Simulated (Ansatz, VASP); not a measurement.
**Two plane-wave programs on MnHg**

File INCAR:

```
ALGO = Normal
EDIFF = 1E-7
ENCUT = 520
GGA = PE
ISIF = 2
ISMEAR = -1
LASPH = T
LCHARG = F
LREAL = F
LWAVE = F
NBANDS = 33
NELM = 80
PREC = Accurate
SIGMA = 0.05
```

Contents of KPOINTS:

```
k-points
0
Gamma
  11 11 6
```

The input POSCAR:

```
MnHg
1.0
    0.0000000000      0.0000000000      3.3130000000
    3.2880000000      0.0000000000      0.0000000000
    0.0000000000      6.5760000000      0.0000000000
Mn Hg
2 2
Direct
    0.5000000000      0.5000000000      0.2500000000
    0.5000000000      0.5000000000      0.7500000000
    0.0000000000      0.0000000000      0.0000000000
    0.0000000000      0.0000000000      0.5000000000
```

Input for Ansatz:

```yaml
crystal:
  lattice:
    - [0.0, 0.0, 3.313]
    - [3.288, 0.0, 0.0]
    - [0.0, 6.576, 0.0]
  atoms:
    - { symbol: Mn, position: [0.5, 0.5, 0.25] }
    - { symbol: Mn, position: [0.5, 0.5, 0.75] }
    - { symbol: Hg, position: [0.0, 0.0, 0.0] }
    - { symbol: Hg, position: [0.0, 0.0, 0.5] }
kpoints:
  mp_grid: { grid: [11, 11, 6] }
scf:
  occupations: { method: fermi_dirac, width: 0.05 }
  lower_state_search: "off"
hamiltonian:
  xc: pbe
  pseudopotentials: { kind: paw }
output:
  forces: true
  stress: true
  eigenvalues: true
```

Alike in both runs: task single point; functional PBE; k mesh 11 × 11 × 6; occupations fermi-dirac, width 0.05 eV; no spin polarisation.

|  | VASP | Ansatz |
| --- | --- | --- |
| version | VASP 6.6.1 | Ansatz 0.2.0 |
| potentials or method | VASP PAW PBE potentials, release 64 (Mn_pv, Hg) | PAW with Ansatz's default frozen-core files, scalar-relativistic |
| plane-wave cutoff (eV) | 520 | 420 |
| valence electrons in the cell | 50 | 70 |

```csv
,VASP,Ansatz,Ansatz less VASP
pressure (GPa),-13.3,-14.0,-0.68
```

The functional is the same, so the differences come from potentials, cutoffs and numerics. VASP's potentials hold 50 valence electrons a cell and Ansatz's 70, so a difference there can come from the potentials and not from the codes.

Neither program's run includes spin-orbit coupling.
